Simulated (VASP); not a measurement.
# Ge in VASP: a series of runs

Ge is run at these levels: r2SCAN; tasks: single point.

Everything below comes from runs of VASP 6.6.1. Logs are shortened: lines on timing, memory, paths and dates and some standing lists are left out, and cuts for length are marked.

### 1 The cell of the first run

Symmetry: P6/mmm, No. 191, hexagonal system. Conventional cell: a = 2.686 Å, b = 2.686 Å, c = 2.498 Å, α = 90.00°, β = 90.00°, γ = 120.00°. Within 3.3 Å of Ge (site symmetry 6/mmm) lie 8 Ge at 2.50 to 2.69 Å.

This isn't the form of Ge at room conditions, which is diamond.

### 2 Single point, r2SCAN

POSCAR reads:

```
Ge
1.0
    1.3429339269     -2.3261191791      0.0000000000
    1.3429339269      2.3261191791      0.0000000000
    0.0000000000      0.0000000000      4.9958655060
Ge
2
Direct
    0.4999998611      0.5000001389      0.7500000000
    0.5000001389      0.4999998611      0.2500000000
```

INCAR.step1 reads:

```
SYSTEM = Ge
PREC = Accurate
ENCUT = 550
ISMEAR = 1
SIGMA = 0.1
LREAL = .False.
LASPH = .True.
NELM = 120
NBANDS = 21
GGA = PE
ALGO = Normal
EDIFF = 1E-5
LWAVE = .True.
LCHARG = .False.
GGA_COMPAT = .False.
```

INCAR.step2 reads:

```
SYSTEM = Ge
PREC = Accurate
ENCUT = 550
EDIFF = 1E-6
ISMEAR = 1
SIGMA = 0.1
LREAL = .False.
LASPH = .True.
NELM = 120
ALGO = Normal
ISIF = 2
LWAVE = .False.
LCHARG = .False.
METAGGA = R2SCAN
LMIXTAU = .True.
NBANDS = 21
ISTART = 1
GGA_COMPAT = .False.
```

KPOINTS reads:

```
Automatic mesh
0
Gamma
  13 13 7
  0 0 0
```

Potentials or basis: VASP PAW PBE potentials, release 64 (Ge_d).

On the command line:

```bash
$ cat potpaw_PBE.64/Ge_d/POTCAR > POTCAR
$ cp INCAR.step1 INCAR
$ mpirun -np 1 vasp_std > vasp.out
$ cp INCAR.step2 INCAR
$ mpirun -np 1 vasp_std > vasp.out
```

OUTCAR:

```text
SYSTEM = Ge
   PREC = Accurate
   ENCUT = 550
   EDIFF = 1E-6
   ISMEAR = 1
   LREAL = .False.
   LASPH = .True.
   NELM = 120
   ISIF = 2
   METAGGA = R2SCAN
   ISTART = 1

 ion  position               nearest neighbor table
   1  0.500  0.500  0.750-   2 2.50   2 2.50
   2  0.500  0.500  0.250-   1 2.50   1 2.50

  LATTYP: Found a base centered orthorhombic cell.
 ALAT       =     2.6858678538
 B/A-ratio  =     1.7321173682
 C/A-ratio  =     1.8600563311

  Lattice vectors:

 A1 = (   1.3429339269,  -2.3261191791,   0.0000000000)
 A2 = (   1.3429339269,   2.3261191791,   0.0000000000)
 A3 = (   0.0000000000,   0.0000000000,   4.9958655060)

Analysis of symmetry for initial positions (statically):
=====================================================================
 Subroutine PRICEL returns following result:

  LATTYP: Found a base centered orthorhombic cell.
 ALAT       =     2.6858678538
 B/A-ratio  =     1.7321173682
 C/A-ratio  =     0.9300281656

  Lattice vectors:

 A1 = (   1.3429339269,  -2.3261191791,   0.0000000000)
 A2 = (   1.3429339269,   2.3261191791,   0.0000000000)
 A3 = (   0.0000003731,   0.0000006462,   2.4979327530)

   2 primitive cells build up your supercell.

 Routine SETGRP: Setting up the symmetry group for a
 base centered orthorhombic supercell.

 Subroutine GETGRP returns: Found  8 space group operations
 (whereof  8 operations were pure point group operations)
 out of a pool of  8 trial point group operations.

The static configuration has the point symmetry D_2h.

Analysis of symmetry for dynamics (positions and initial velocities):
=====================================================================
 Subroutine PRICEL returns following result:

  LATTYP: Found a base centered orthorhombic cell.
 ALAT       =     2.6858678538
 B/A-ratio  =     1.7321173682
 C/A-ratio  =     0.9300281656

  Lattice vectors:

 A1 = (   1.3429339269,  -2.3261191791,   0.0000000000)
 A2 = (   1.3429339269,   2.3261191791,   0.0000000000)
 A3 = (   0.0000003731,   0.0000006462,   2.4979327530)

   2 primitive cells build up your supercell.

 Routine SETGRP: Setting up the symmetry group for a
 base centered orthorhombic supercell.

 Subroutine GETGRP returns: Found  8 space group operations
 (whereof  8 operations were pure point group operations)
 out of a pool of  8 trial point group operations.

The dynamic configuration has the point symmetry D_2h.

 Subroutine INISYM returns: Found  8 space group operations
 (whereof  8 operations are pure point group operations),
 and found     2 'primitive' translations

----------------------------------------------------------------------------------------

                                     Primitive cell

  volume of cell :      15.6062

  direct lattice vectors                    reciprocal lattice vectors
     1.342933927 -2.326119179  0.000000000     0.372319136 -0.214950293  0.000000000
     1.342933927  2.326119179  0.000000000     0.372319136  0.214950293 -0.000000111
     0.000000373  0.000000646  2.497932753     0.000000000  0.000000000  0.400331033

  length of vectors
     2.685945265  2.685945265  2.497932753     0.429912977  0.429912977  0.400331033

  position of ions in fractional coordinates (direct lattice)
     0.499999861  0.499999722  0.500000000

  ion indices of the primitive-cell ions
   primitive index   ion index
                 1           1

----------------------------------------------------------------------------------------

 KPOINTS: Automatic mesh

Automatic generation of k-mesh.
 Grid dimensions read from file:
 generate k-points for:   13   13    7

 Generating k-lattice:

  Cartesian coordinates                     Fractional coordinates (reciprocal lattice)
     0.028639934 -0.016534638  0.000000000     0.076923077  0.000000000  0.000000000
     0.028639934  0.016534638  0.000000000     0.000000000  0.076923077  0.000000000
     0.000000000  0.000000000  0.028595074     0.000000000  0.000000000  0.142857143

  Length of vectors
     0.033070229  0.033070229  0.028595074

  Shift w.r.t. Gamma in fractional coordinates (k-lattice)
     0.000000000  0.000000000  0.000000000

 Subroutine IBZKPT returns following result:
 ===========================================

 Found    196 irreducible k-points:

 Following reciprocal coordinates:
            Coordinates               Weight
  0.000000  0.000000  0.000000      1.000000
  0.076923 -0.000000  0.000000      4.000000
  0.153846 -0.000000  0.000000      4.000000
  0.230769 -0.000000  0.000000      4.000000
  0.307692 -0.000000  0.000000      4.000000
  0.384615 -0.000000  0.000000      4.000000
[... 16 lines left out ...]
  0.384615  0.153846  0.000000      4.000000
  0.461538  0.153846  0.000000      4.000000
 [... further k-points ...]
   k-points           NKPTS =    196   k-points in BZ     NKDIM =    196   number of bands    NBANDS=     21
   number of dos      NEDOS =    301   number of ions     NIONS =      2
   total plane-waves  NPLWV =  23040
   dimension x,y,z NGX =    24 NGY =   24 NGZ =   40
   dimension x,y,z NGXF=    48 NGYF=   48 NGZF=   80
   ions per type =               2
   NGX,Y,Z   is equivalent  to a cutoff of  14.85, 14.85, 13.31 a.u.
   NGXF,Y,Z  is equivalent  to a cutoff of  29.71, 29.71, 26.62 a.u.
 SYSTEM =  Ge
   PREC   = accura    normal or accurate (medium, high low for compatibility)
   ISTART =      1    job   : 0-new  1-cont  2-samecut
   ICHARG =      0    charge: 1-file 2-atom 10-const
   ISPIN  =      1    spin polarized calculation?
   LNONCOLLINEAR =      F non collinear calculations
   LSORBIT =      F    spin-orbit coupling
   LASPH  =      T    aspherical Exc in radial PAW
   ENCUT  =  550.0 eV  40.42 Ry    6.36 a.u.   5.14  5.14  9.55*2*pi/ulx,y,z
   NELM   =    120;   NELMIN=  2; NELMDL=  0     # of ELM steps
   EDIFF  = 0.1E-05   stopping-criterion for ELM
   LREAL  =      F    real-space projection
   EDIFFG = 0.1E-04   stopping-criterion for IOM
   NSW    =      0    number of steps for IOM
   IBRION =     -1    ionic relax: 0-MD 1-quasi-New 2-CG
   NFREE  =      0    steps in history (QN), initial steepest desc. (CG)
   ISIF   =      2    stress and relaxation
   ISYM   =      2    0-nonsym 1-usesym 2-fastsym
   POTIM  = 0.5000    time-step for ionic-motion
   TEBEG  =    0.0;   TEEND  =   0.0 temperature during run
   PSTRESS=    0.0 pullay stress
   NELECT =      28.0000    total number of electrons
   NUPDOWN=      -1.0000    fix difference up-down
   EMIN   =  10.00;   EMAX   =-10.00  energy-range for DOS
   EFERMI =   0.00;   METHOD = LEGACY
   ISMEAR =     1;   SIGMA  =   0.10  broadening in eV -4-tet -1-fermi 0-gaus
   EFERMI_NEDOS =   21; number of points for ismear=-14 and -15
   IALGO  =     38    algorithm
   IMIX   =      4    mixing-type and parameters
     AMIX     =   0.40;   BMIX     =  1.00
     AMIX_MAG =   1.60;   BMIX_MAG =  1.00
  volume/ion in A,a.u.               =      15.61       105.32
  Fermi-wavevector in a.u.,A,eV,Ry     =   1.578889  2.983668 33.917854  2.492892
  Thomas-Fermi vector in A             =   2.679352
   LORBIT       =      0    0 simple, 1 ext, 2 COOP (PROOUT), +10 PAW based schemes
   METAGGA = R2SCAN    functional components
   LHFCALC =     F    Hartree Fock is set to
   AEXX    =    0.0000 exact exchange contribution
   IVDW    =     0    specifies the selected vdW correction
   LEPSILON=     F    determine dielectric tensor
   LRPA    =     F    only Hartree local field effects (RPA)
 non-spin polarized calculation
 Methfessel and Paxton  Order N= 1 SIGMA  =   0.10
  energy-cutoff  :      550.00
  volume of cell :       31.21
 maximum number of plane-waves:       929
 NGX is ok and might be reduce to    24
   NGX = 11   NGY = 11   NGZ = 19

 number of electron      27.9999987 magnetization

 Free energy of the ion-electron system (eV)
  ---------------------------------------------------
  ext. energy  EPLUGINS =         0.00000000
  ---------------------------------------------------
  free energy    TOTEN  =       -26.68048128 eV

  energy without entropy =      -26.68025161  energy(sigma->0) =      -26.68040472

 E-fermi :   8.8971     XC(G=0): -13.4251

 val. band max:        8.7121234707   @ k =   0.2308   0.2308   0.2857
 cond. band min:       8.9217842391   @ k =   0.4615   0.2308   0.4286
 fundamental gap:      0.2096607684
 Fermi energy:         8.8971452247

 k-point     1 :       0.0000    0.0000    0.0000
  band No.  band energies     occupation
      1     -17.0108      2.00000
      2     -16.8172      2.00000
      3     -16.8171      2.00000
      4     -16.7953      2.00000
      5     -16.7952      2.00000
      6     -16.6926      2.00000
[... 13 lines left out ...]
     20      24.9362      0.00000
     21      24.9375      0.00000

 k-point     2 :       0.0769   -0.0000    0.0000
  band No.  band energies     occupation
      1     -17.0040      2.00000
      2     -16.8204      2.00000
      3     -16.8042      2.00000
      4     -16.7985      2.00000
      5     -16.7829      2.00000
      6     -16.7025      2.00000
[... 13 lines left out ...]
     20      23.2129      0.00000
     21      25.9499      0.00000

 k-point     3 :       0.1538   -0.0000    0.0000
  band No.  band energies     occupation
      1     -16.9869      2.00000
      2     -16.8283      2.00000
      3     -16.8097      2.00000
      4     -16.7680      2.00000
      5     -16.7483      2.00000
      6     -16.7298      2.00000
[... 13 lines left out ...]
     20      22.6450      0.00000
     21      22.9274      0.00000

 k-point     4 :       0.2308   -0.0000    0.0000
  band No.  band energies     occupation
      1     -16.9694      2.00000
      2     -16.8344      2.00000
      3     -16.8286      2.00000
      4     -16.7677      2.00000
      5     -16.7167      2.00000
      6     -16.7082      2.00000
[... 13 lines left out ...]
     20      20.1003      0.00000
     21      23.5998      0.00000

 k-point     5 :       0.3077   -0.0000    0.0000
  band No.  band energies     occupation
      1     -16.9621      2.00000
      2     -16.8506      2.00000
      3     -16.8312      2.00000
      4     -16.8070      2.00000
      5     -16.7167      2.00000
      6     -16.6617      2.00000
[... 13 lines left out ...]
     20      19.8985      0.00000
     21      24.4971      0.00000

 k-point     6 :       0.3846   -0.0000    0.0000
  band No.  band energies     occupation
      1     -16.9655      2.00000
      2     -16.8696      2.00000
      3     -16.8390      2.00000
      4     -16.8205      2.00000
      5     -16.7237      2.00000
      6     -16.6415      2.00000
[... 13 lines left out ...]
     20      21.2099      0.00000
     21      24.0309      0.00000

 k-point     7 :       0.4615   -0.0000    0.0000
  band No.  band energies     occupation
      1     -16.9704      2.00000
      2     -16.8806      2.00000
      3     -16.8568      2.00000
      4     -16.8119      2.00000
      5     -16.7276      2.00000
      6     -16.6523      2.00000
[... 13 lines left out ...]
     20      22.3041      0.00000
     21      23.7969      0.00000
[... 291 lines left out ...]
      1     -16.9512      2.00000
      2     -16.8383      2.00000
      3     -16.8120      2.00000
      4     -16.7808      2.00000
      5     -16.7183      2.00000
      6     -16.7058      2.00000
[... 13 lines left out ...]
     20      21.9460      0.00000
     21      23.0921      0.00000

 k-point    21 :       0.2308    0.1538    0.0000
  band No.  band energies     occupation
      1     -16.9336      2.00000
      2     -16.8341      2.00000
      3     -16.8154      2.00000
      4     -16.8094      2.00000
      5     -16.7318      2.00000
      6     -16.6742      2.00000
[... 13 lines left out ...]
     20      20.3827      0.00000
     21      23.5097      0.00000

 k-point    22 :       0.3077    0.1538    0.0000
  band No.  band energies     occupation
      1     -16.9278      2.00000
      2     -16.8321      2.00000
      3     -16.8227      2.00000
      4     -16.8188      2.00000
      5     -16.7434      2.00000
      6     -16.6393      2.00000
[... 13 lines left out ...]
     20      21.6635      0.00000
     21      23.3491      0.00000

 k-point    23 :       0.3846    0.1538    0.0000
  band No.  band energies     occupation
      1     -16.9283      2.00000
      2     -16.8446      2.00000
      3     -16.8282      2.00000
      4     -16.8052      2.00000
      5     -16.7502      2.00000
      6     -16.6455      2.00000
[... 13 lines left out ...]
     20      22.7229      0.00000
     21      23.1754      0.00000

 k-point    24 :       0.4615    0.1538    0.0000
  band No.  band energies     occupation
      1     -16.9283      2.00000
      2     -16.8446      2.00000
      3     -16.8282      2.00000
      4     -16.8052      2.00000
      5     -16.7502      2.00000
      6     -16.6455      2.00000
[... 13 lines left out ...]
     20      22.7228      0.00000
     21      23.1755      0.00000

 [... further k-points ...]

------------------------ aborting loop because EDIFF is reached ----------------------------------------

  FORCE on cell =-STRESS in cart. coord.  units (eV):
  Direction    XX          YY          ZZ          XY          YZ          ZX
  --------------------------------------------------------------------------------------
  -------------------------------------------------------------------------------------
  Total        3.8768189      3.8752865      3.9025464     -0.0000000      0.0000000      0.0000000
  in kB      199.0026003    198.9239417    200.3232314     -0.0000000      0.0000000      0.0000000
  external PRESSURE =     199.4165911 kB  Pullay stress =       0.0000000 kB

 VOLUME and BASIS-vectors are now :
 -----------------------------------------------------------------------------
  energy-cutoff  :      550.00
  volume of cell :       31.21
      direct lattice vectors                 reciprocal lattice vectors
     1.342933927 -2.326119179  0.000000000     0.372319136 -0.214950293  0.000000000
     1.342933927  2.326119179  0.000000000     0.372319136  0.214950293  0.000000000
     0.000000000  0.000000000  4.995865506     0.000000000  0.000000000  0.200165517

 POSITION                                       TOTAL-FORCE (eV/Angst)
 -----------------------------------------------------------------------------------
      1.34293      0.00000      3.74690         0.000000      0.000000      0.000000
      1.34293     -0.00000      1.24897         0.000000      0.000000     -0.000000
 -----------------------------------------------------------------------------------
    total drift:                                0.000000     -0.000000     -0.000000

  FREE ENERGIE OF THE ION-ELECTRON SYSTEM (eV)
  ---------------------------------------------------
  free  energy   TOTEN  =       -26.6804812765 eV

  energy  without entropy=      -26.6802516134  energy(sigma->0) =      -26.68040472
```

Wall time 4.4 min (1 thread of Intel Xeon Platinum 8488C (Sapphire Rapids), shared host); peak memory 0.24 GiB.

Results:

- Free energy: -26.6805 eV
- Pressure: 19.9 GPa
- Band gap on the k mesh: zero (bands 14 and 15 overlap by 11.09 eV)

Levels at points of the mesh, in eV from the Fermi level:
```tsv
k point	band 12	band 13	band 14	band 15	band 16	band 17
(0.00, 0.00, 0.00)	-10.54	-7.68	8.28	10.31	10.31	11.58
```

Caveat: the cell stands under pressure; the PAW data sets were made with another functional, which shifts forces and pressure a little.

[end of part 1 of 2]
